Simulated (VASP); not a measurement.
# Ga (P6_3/mmc) in VASP: relaxation of cell and atoms with PBEsol

Aim: the relaxation of cell and atoms of Ga with PBEsol.

Program: VASP 6.6.1. These are calculated values, not measurements. Logs are shortened: lines on timing, memory, paths and dates and some standing lists are left out, and cuts for length are marked.

## (1) The cell of the first run

It takes space group P6_3/mmc (No. 194, hexagonal). The conventional cell has a = 2.296 Å, b = 2.296 Å, c = 3.839 Å, α = 90.00°, β = 90.00°, γ = 120.00°. Ga (site symmetry -6m2) has 12 Ga at 2.30 to 2.33 Å within 3.0 Å.

This isn't the form of Ga at room conditions, which is orthorhombic.

## (2) Relaxation of cell and atoms, PBEsol, target pressure 230 GPa, at which the enthalpy is minimised

Contents of INCAR:

```
SYSTEM = Ga
PREC = Accurate
ENCUT = 600
EDIFF = 1E-7
ISMEAR = -1
SIGMA = 0.05
LREAL = .FALSE.
LASPH = .TRUE.
NELM = 60
ALGO = Normal
ISIF = 3
LWAVE = .FALSE.
LCHARG = .FALSE.
GGA = PS
IBRION = 2
NSW = 32
EDIFFG = -0.005
PSTRESS = 2300.0
```

Contents of KPOINTS:

```
Automatic mesh
0
G
  18 18 10
  0 0 0
```

Contents of POSCAR:

```
Ga
1.0
    2.2960871878      0.0000000000      0.0000000000
   -1.1480435939      1.9884698339      0.0000000000
    0.0000000000      0.0000000000      3.8389250248
Ga
2
Direct
    0.3333333333      0.6666666667      0.2500000000
    0.6666666667      0.3333333333      0.7500000000
```

Potentials or basis: VASP PAW PBE potentials, release 64 (Ga_d).

Command:

```sh
$ cat potpaw_PBE.64/Ga_d/POTCAR > POTCAR
$ mpirun -np 1 vasp_std > vasp.out
```

OUTCAR:

```text
SYSTEM = Ga
   PREC = Accurate
   ENCUT = 600
   EDIFF = 1E-7
   ISMEAR = -1
   LREAL = .FALSE.
   LASPH = .TRUE.
   NELM = 60
   ISIF = 3
   GGA = PS
   IBRION = 2
   NSW = 32
   EDIFFG = -0.005
   PSTRESS = 2300.0

 ion  position               nearest neighbor table
   1  0.333  0.667  0.250-   2 2.33   2 2.33   2 2.33   2 2.33   2 2.33   2 2.33
   2  0.667  0.333  0.750-   1 2.33   1 2.33   1 2.33   1 2.33   1 2.33   1 2.33

  LATTYP: Found a hexagonal cell.
 ALAT       =     2.2960871878
 C/A-ratio  =     1.6719421829

  Lattice vectors:

 A1 = (   2.2960871878,   0.0000000000,   0.0000000000)
 A2 = (  -1.1480435939,   1.9884698339,   0.0000000000)
 A3 = (   0.0000000000,   0.0000000000,   3.8389250248)

Analysis of symmetry for initial positions (statically):
=====================================================================
 Subroutine PRICEL returns:
 Original cell was already a primitive cell.

 Routine SETGRP: Setting up the symmetry group for a
 hexagonal supercell.

 Subroutine GETGRP returns: Found 24 space group operations
 (whereof 12 operations were pure point group operations)
 out of a pool of 24 trial point group operations.

The static configuration has the point symmetry D_3d.
 The point group associated with its full space group is D_6h.

Analysis of symmetry for dynamics (positions and initial velocities):
=====================================================================
 Subroutine PRICEL returns:
 Original cell was already a primitive cell.

 Routine SETGRP: Setting up the symmetry group for a
 hexagonal supercell.

 Subroutine GETGRP returns: Found 24 space group operations
 (whereof 12 operations were pure point group operations)
 out of a pool of 24 trial point group operations.

The dynamic configuration has the point symmetry D_3d.
 The point group associated with its full space group is D_6h.

 Subroutine INISYM returns: Found 24 space group operations
 (whereof 12 operations are pure point group operations),
 and found     1 'primitive' translations

----------------------------------------------------------------------------------------

                                     Primitive cell

  volume of cell :      17.5274

  direct lattice vectors                    reciprocal lattice vectors
     2.296087188  0.000000000  0.000000000     0.435523531  0.251449628  0.000000000
    -1.148043594  1.988469834  0.000000000     0.000000000  0.502899256  0.000000000
     0.000000000  0.000000000  3.838925025     0.000000000  0.000000000  0.260489589

  length of vectors
     2.296087188  2.296087188  3.838925025     0.502899256  0.502899256  0.260489589

  position of ions in fractional coordinates (direct lattice)
     0.333333333  0.666666667  0.250000000
     0.666666667  0.333333333  0.750000000

  ion indices of the primitive-cell ions
   primitive index   ion index
                 1           1
                 2           2

----------------------------------------------------------------------------------------

 KPOINTS: Automatic mesh

Automatic generation of k-mesh.
 Grid dimensions read from file:
 generate k-points for:   18   18   10

 Generating k-lattice:

  Cartesian coordinates                     Fractional coordinates (reciprocal lattice)
     0.024195752  0.013969424  0.000000000     0.055555556  0.000000000  0.000000000
     0.000000000  0.027938848  0.000000000     0.000000000  0.055555556  0.000000000
     0.000000000  0.000000000  0.026048959     0.000000000  0.000000000  0.100000000

  Length of vectors
     0.027938848  0.027938848  0.026048959

  Shift w.r.t. Gamma in fractional coordinates (k-lattice)
     0.000000000  0.000000000  0.000000000

 Subroutine IBZKPT returns following result:
 ===========================================

 Found    222 irreducible k-points:

 Following reciprocal coordinates:
            Coordinates               Weight
  0.000000  0.000000  0.000000      1.000000
  0.055556  0.000000  0.000000      6.000000
  0.111111  0.000000  0.000000      6.000000
  0.166667  0.000000  0.000000      6.000000
  0.222222  0.000000  0.000000      6.000000
  0.277778  0.000000  0.000000      6.000000
[... 16 lines left out ...]
  0.333333  0.111111  0.000000     12.000000
  0.388889  0.111111  0.000000     12.000000
 [... further k-points ...]
   k-points           NKPTS =    222   k-points in BZ     NKDIM =    222   number of bands    NBANDS=     17
   number of dos      NEDOS =    301   number of ions     NIONS =      2
   total plane-waves  NPLWV =  10368
   dimension x,y,z NGX =    18 NGY =   18 NGZ =   32
   dimension x,y,z NGXF=    36 NGYF=   36 NGZF=   64
   ions per type =               2
   NGX,Y,Z   is equivalent  to a cutoff of  13.03, 13.03, 13.86 a.u.
   NGXF,Y,Z  is equivalent  to a cutoff of  26.07, 26.07, 27.72 a.u.
 SYSTEM =  Ga
   PREC   = accura    normal or accurate (medium, high low for compatibility)
   ISTART =      0    job   : 0-new  1-cont  2-samecut
   ICHARG =      2    charge: 1-file 2-atom 10-const
   ISPIN  =      1    spin polarized calculation?
   LNONCOLLINEAR =      F non collinear calculations
   LSORBIT =      F    spin-orbit coupling
   LASPH  =      T    aspherical Exc in radial PAW
   ENCUT  =  600.0 eV  44.10 Ry    6.64 a.u.   4.59  4.59  7.67*2*pi/ulx,y,z
   NELM   =     60;   NELMIN=  2; NELMDL= -5     # of ELM steps
   EDIFF  = 0.1E-06   stopping-criterion for ELM
   LREAL  =      F    real-space projection
   EDIFFG = -.5E-02   stopping-criterion for IOM
   NSW    =     32    number of steps for IOM
   IBRION =      2    ionic relax: 0-MD 1-quasi-New 2-CG
   NFREE  =      1    steps in history (QN), initial steepest desc. (CG)
   ISIF   =      3    stress and relaxation
   ISYM   =      2    0-nonsym 1-usesym 2-fastsym
   POTIM  = 0.5000    time-step for ionic-motion
   TEBEG  =    0.0;   TEEND  =   0.0 temperature during run
   PSTRESS= 2300.0 pullay stress
   NELECT =      26.0000    total number of electrons
   NUPDOWN=      -1.0000    fix difference up-down
   EMIN   =  10.00;   EMAX   =-10.00  energy-range for DOS
   EFERMI =   0.00;   METHOD = LEGACY
   ISMEAR =    -1;   SIGMA  =   0.05  broadening in eV -4-tet -1-fermi 0-gaus
   EFERMI_NEDOS =   21; number of points for ismear=-14 and -15
   IALGO  =     38    algorithm
   IMIX   =      4    mixing-type and parameters
     AMIX     =   0.40;   BMIX     =  1.00
     AMIX_MAG =   1.60;   BMIX_MAG =  1.00
  volume/ion in A,a.u.               =       8.76        59.14
  Fermi-wavevector in a.u.,A,eV,Ry     =   1.867069  3.528248 47.429163  3.485945
  Thomas-Fermi vector in A             =   2.913628
   LORBIT       =      0    0 simple, 1 ext, 2 COOP (PROOUT), +10 PAW based schemes
   GGA     = PS    functional components
   LHFCALC =     F    Hartree Fock is set to
   AEXX    =    0.0000 exact exchange contribution
   IVDW    =     0    specifies the selected vdW correction
   LEPSILON=     F    determine dielectric tensor
   LRPA    =     F    only Hartree local field effects (RPA)
 conjugate gradient relaxation of ions
 non-spin polarized calculation
  energy-cutoff  :      600.00
  volume of cell :       17.53
 maximum number of plane-waves:       602
   NGX =  9   NGY =  9   NGZ = 15

--------------------------------------- Ionic step        1  -------------------------------------------

 number of electron      26.0000001 magnetization

 Free energy of the ion-electron system (eV)
  ---------------------------------------------------
  ext. energy  EPLUGINS =         0.00000000
  ---------------------------------------------------
  free energy    TOTEN  =         0.01101482 eV

  energy without entropy =        0.01549575  energy(sigma->0) =        0.01325528

------------------------ aborting loop because EDIFF is reached ----------------------------------------

  FORCE on cell =-STRESS in cart. coord.  units (eV):
  Direction    XX          YY          ZZ          XY          YZ          ZX
  --------------------------------------------------------------------------------------
  -------------------------------------------------------------------------------------
  Total       25.3581564     25.3581564     25.3629294      0.0000000     -0.0000000      0.0000000
  in kB     2317.9883352   2317.9883351   2318.4246390      0.0000000     -0.0000000      0.0000000
  external PRESSURE =      18.1337698 kB  Pullay stress =    2300.0000000 kB

 VOLUME and BASIS-vectors are now :
 -----------------------------------------------------------------------------
  energy-cutoff  :      600.00
  volume of cell :       17.53
      direct lattice vectors                 reciprocal lattice vectors
     2.296087188  0.000000000  0.000000000     0.435523531  0.251449628  0.000000000
    -1.148043594  1.988469834  0.000000000     0.000000000  0.502899256  0.000000000
     0.000000000  0.000000000  3.838925025     0.000000000  0.000000000  0.260489589
[... 46 lines left out ...]
  FREE ENERGIE OF THE ION-ELECTRON SYSTEM (eV)
  ---------------------------------------------------
  free  energy   TOTEN  =        -0.3448196137 eV

  energy  without entropy=       -0.3401441433  energy(sigma->0) =       -0.34248188

  enthalpy is  TOTEN    =        25.1794833097 eV   P V=       25.5243029233

--------------------------------------- Ionic step        3  -------------------------------------------

 number of electron      26.0000002 magnetization

 Free energy of the ion-electron system (eV)
  ---------------------------------------------------
  ext. energy  EPLUGINS =         0.00000000
  ---------------------------------------------------
  free energy    TOTEN  =        -0.04026706 eV

  energy without entropy =       -0.03575714  energy(sigma->0) =       -0.03801210

 E-fermi :  16.2876     XC(G=0): -15.6798

 val. band max:       16.2855846456   @ k =   0.2778   0.1111   0.0000
 cond. band min:      16.3738803184   @ k =   0.3889   0.0000   0.1000
 fundamental gap:      0.0882956728
 Fermi energy:        16.2875846969

 k-point     1 :       0.0000    0.0000    0.0000
  band No.  band energies     occupation
      1      -3.4728      2.00000
      2      -2.2606      2.00000
      3      -1.2048      2.00000
      4      -1.0699      2.00000
      5      -1.0699      2.00000
      6      -0.9227      2.00000
[... 9 lines left out ...]
     16      34.5089      0.00000
     17      36.0795      0.00000
[... 441 lines left out ...]
 k-point    24 :       0.3889    0.1111    0.0000
  band No.  band energies     occupation
      1      -2.1223      2.00000
      2      -1.9134      2.00000
      3      -1.7795      2.00000
      4      -1.0930      2.00000
      5      -0.8833      2.00000
      6      -0.7519      2.00000
[... 9 lines left out ...]
     16      21.0085      0.00000
     17      22.0771      0.00000

 [... further k-points ...]
[... 5 lines left out ...]
  --------------------------------------------------------------------------------------
  -------------------------------------------------------------------------------------
  Total       25.2056618     25.2056618     25.2091816      0.0000000      0.0000000      0.0000000
  in kB     2299.3791029   2299.3791028   2299.7001954      0.0000000      0.0000000      0.0000000
  external PRESSURE =      -0.5138663 kB  Pullay stress =    2300.0000000 kB

 VOLUME and BASIS-vectors are now :
 -----------------------------------------------------------------------------
  energy-cutoff  :      600.00
  volume of cell :       17.56
      direct lattice vectors                 reciprocal lattice vectors
     2.297628019  0.000000000  0.000000000     0.435231461  0.251281001  0.000000000
    -1.148814010  1.989804233  0.000000000     0.000000000  0.502562002  0.000000000
     0.000000000 -0.000000000  3.841563691     0.000000000 -0.000000000  0.260310665

 POSITION                                       TOTAL-FORCE (eV/Angst)
 -----------------------------------------------------------------------------------
     -0.00000      1.32654      0.96039        -0.000000     -0.000000      0.000000
      1.14881      0.66327      2.88117         0.000000      0.000000      0.000000
 -----------------------------------------------------------------------------------
    total drift:                               -0.000000      0.000000     -0.000000

  FREE ENERGIE OF THE ION-ELECTRON SYSTEM (eV)
  ---------------------------------------------------
  free  energy   TOTEN  =        -0.0402670601 eV

  energy  without entropy=       -0.0357571411  energy(sigma->0) =       -0.03801210

  enthalpy is  TOTEN    =        25.1722009876 eV   P V=       25.2124680477

 reached required accuracy - stopping structural energy minimisation
```

Wall time 56 s (1 thread of Intel Xeon 6975P-C (Granite Rapids), shared host); peak memory 0.19 GiB.

What came out:

- Free energy: -0.0403 eV
- Relaxed volume: 8.78 Å³/atom
- Relaxed cell: a = 2.298 Å, b = 2.298 Å, c = 3.842 Å, α = 90.00°, β = 90.00°, γ = 120.00°
- Space group after relaxing (to 0.1 Å): P6_3/mmc (No. 194)
- Energy change on relaxing (the run minimises the enthalpy): -25.6 meV/atom
- Ionic steps: 3
- Pressure after relaxing: 229.9 GPa
- Band gap on the k mesh: zero (bands 13 and 14 overlap by 10.75 eV)

Step by step:
```tsv
step	energy change (eV)	largest force (eV/Å)	pressure (GPa)	volume (Å³)
1	0.0000	0.0000	231.81	17.53
2	-0.3558	0.0000	219.40	17.78
3	-0.0513	0.0000	229.95	17.56
```

Final structure:
```
Ga
1.0
     2.29763    0.00000    0.00000
    -1.14881    1.98980    0.00000
     0.00000    0.00000    3.84156
Ga
2
Direct
  0.33333 0.66667 0.25000
  0.66667 0.33333 0.75000
```

Caveat: the cell is relaxed towards a set pressure, so the run minimises the enthalpy, not the energy; the PAW data sets were made with another functional, which shifts forces and pressure a little.

The gap in the log of VASP goes by the Fermi energy; the results here count the filled bands.